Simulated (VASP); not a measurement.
Set up this calculation in VASP 6.6.1, as the native input.

| Quantity | Value |
| --- | --- |
| Task | relaxation of cell and atoms |
| Functional | PBE |
| Potentials or basis | VASP PAW PBE potentials, release 64 (Nd_3, As, Pb_d), 4f in core |
| Cutoff | 500 eV |
| k mesh | 12 × 12 × 6 |
| Occupations | gaussian, width 0.1 eV |
| Spin | no spin polarisation |
| Dipole correction | no |
| Further INCAR settings | ALGO = Normal; EDIFF = 1e-07; IBRION = 2; EDIFFG = -0.01; NSW = 100; ISIF = 3 |

The structure of NdAs3Pb2 lies in POSCAR:

```
NdAs3Pb2
1.0
    5.5233506623      0.0000000000      0.0000000000
   -2.7616753311      4.7833619875      0.0000000000
    0.0000000000      0.0000000000      6.1085729744
Nd As Pb
1 3 2
Direct
    0.0000000000      0.0000000000      0.0000000000
    0.3333333333      0.6666666667      0.0000000000
    0.6666666667      0.3333333333      0.0000000000
    0.0000000000      0.0000000000      0.5000000000
    0.3333333333      0.6666666667      0.5000000000
    0.6666666667      0.3333333333      0.5000000000
```

The cell was generated, and may not be a known phase.

These files were run (other wordings do the same):

INCAR

```
ALGO = Normal
EDIFF = 1E-7
EDIFFG = -0.01
ENCUT = 500
GGA = PE
GGA_COMPAT = F
IBRION = 2
ISIF = 3
ISMEAR = 0
LASPH = T
LCHARG = F
LMAXMIX = 6
LREAL = F
LWAVE = F
NELM = 200
NELMIN = 4
NSW = 100
PREC = Accurate
SIGMA = 0.1
```

KPOINTS

```
k-points
0
Gamma
  12 12 6
```

Potentials or basis: VASP PAW PBE potentials, release 64 (Nd_3, As, Pb_d), 4f in core.

The run is started by

```bash
$ cat potpaw_PBE.64/Nd_3/POTCAR potpaw_PBE.64/As/POTCAR potpaw_PBE.64/Pb_d/POTCAR > POTCAR
$ mpirun -np 1 vasp_std > vasp.out
```

It gave:

```json
{"Relaxed volume": "26.98 Å³/atom", "Relaxed cell": "a = 5.529 Å, b = 5.529 Å, c = 6.115 Å, α = 90.00°, β = 90.00°, γ = 120.00°", "Space group after relaxing (to 0.1 Å)": "P6/mmm (No. 191)", "Energy gained by relaxing": "0.0 meV/atom", "Ionic steps": "2", "Pressure after relaxing": "0.0 GPa", "Band gap on the k mesh": "zero (bands 27 and 28 overlap by 1.34 eV)"}
```

Caveat: spin-orbit coupling is left out, which moves the levels of the heavy elements; the 4f electrons are frozen in the core, so they carry no moment and show no levels.

Wall time 10 min on 1 thread of Intel(R) Xeon(R) Platinum 8259CL CPU @ 2.50GHz (Skylake/Cascade Lake), on a shared host, peak memory 0.54 GiB.
